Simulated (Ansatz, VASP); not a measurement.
# Two plane-wave programs on Ga

```
Ga
1.0
    -1.95666    1.95666    5.84546
     1.95666   -1.95666    5.84546
     1.95666    1.95666   -5.84546
Ga
4
Direct
  0.39672 0.39672 0.00000
  0.60328 0.60328 0.00000
  0.75000 0.25000 0.50000
  0.25000 0.75000 0.50000
```

Alike in both runs: functional r2SCAN; k mesh 6 × 6 × 6; occupations gaussian, width 0.1 eV; no spin polarisation.

Ansatz relaxed the structure, and its values are those at the end. VASP's run is a single point on that final structure, the one shown.

|  | VASP | Ansatz |
| --- | --- | --- |
| version | VASP 6.6.1 | Ansatz 0.2.0 |
| potentials or method | VASP PAW PBE potentials, release 64 (Ga_d), cutoff 520 eV | scalar-relativistic, plane waves, PAW |
| valence electrons in the cell | 52 | 52 |

|  | VASP | Ansatz | Ansatz less VASP |
| --- | --- | --- | --- |
| gap on the k mesh at the Fermi level (eV) | none | none | - |
| pressure (GPa) | 0.0 | 0.0 | -0.08 |
| rms of the force components (eV/Å) | 0.012 | 0.012 | -0.0001 |

VASP's potentials were made for PBE, not for r2SCAN. A gap of «none» marks a metal or a gap that the smearing closes. The functional is the same, so the differences come from potentials, cutoffs and numerics.

The k mesh is coarse, so the values compare programs but aren't converged.
